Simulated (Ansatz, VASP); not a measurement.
One calculation of AgI, two programs

File INCAR:

```
PREC = Accurate
ENCUT = 500
EDIFF = 1E-6
ISMEAR = 0
SIGMA = 0.01
LREAL = False
LASPH = True
NELM = 200
ALGO = Normal
ISIF = 2
LWAVE = False
LCHARG = False
MAGMOM = 0 0 0 0 0 0
LORBIT = 11
LSORBIT = True
GGA_COMPAT = False
LORBMOM = True
LMAXMIX = 4
GGA = PS
NBANDS = 30
```

Contents of KPOINTS:

```
regular mesh
0
Gamma
  6 6 6
```

Contents of POSCAR:

```
AgI
1.0
    3.3015582936      3.3015582936      0.0000000000
   -3.3015582936      3.3015582936      0.0000000000
    0.0000000000      3.3015582936      3.3015582936
Ag I
1 1
Direct
    0.0000000000      0.0000000000      0.0000000000
    0.7500000000      0.2500000000      0.5000000000
```

Input for Ansatz:

```yaml
crystal:
  lattice:
    - [3.30155829365, 3.30155829365, 0.0]
    - [-3.30155829365, 3.30155829365, 0.0]
    - [0.0, 3.30155829365, 3.30155829365]
  atoms:
    - { symbol: Ag, position: [0.0, 0.0, 0.0] }
    - { symbol: I, position: [0.75, 0.25, 0.5] }
kpoints:
  mp_grid: { grid: [6, 6, 6] }
scf:
  occupations: { method: fixed }
  convergence: { dr2_threshold: 1.0e-10 }
hamiltonian:
  xc: pbesol
  pseudopotentials: { kind: all_electron, lapw: { basis_error: 0.0005 } }
magnetization:
  noncollinear: true
  spin_orbit: true
output:
  forces: true
  stress: true
  eigenstates:
    kpoints:
      - [0.0, 0.0, 0.0]
      - [-0.5, -0.5, -0.5]
      - [-0.5, 0.5, 0.0]
      - [0.0, 0.0, -0.5]
      - [0.0, -0.5, -0.5]
      - [0.0, 0.5, 0.0]
      - [-0.5, 0.0, 0.0]
      - [-0.5, 0.0, -0.5]
  eigenvalues: true
```

Alike in both runs: task single point; functional PBEsol; k mesh 6 × 6 × 6; non-collinear spin, spin-orbit coupling.

|  | VASP | Ansatz |
| --- | --- | --- |
| version | VASP 6.6.1 | Ansatz 0.2.0 |
| potentials or method | VASP PAW PBE potentials, release 64 (Ag, I), cutoff 500 eV | all-electron LAPW |
| occupations | gaussian, width 0.01 eV | fixed |

|  | VASP | Ansatz | Ansatz less VASP |
| --- | --- | --- | --- |
| pressure (GPa) | -2.0 | -2.0 | +0.03 |
| net moment per atom (μB) | 0.00 | 0.00 | 0.000 |

VASP's potentials were made for PBE, not for PBEsol. Ansatz ran all-electron here, and VASP with PAW potentials.
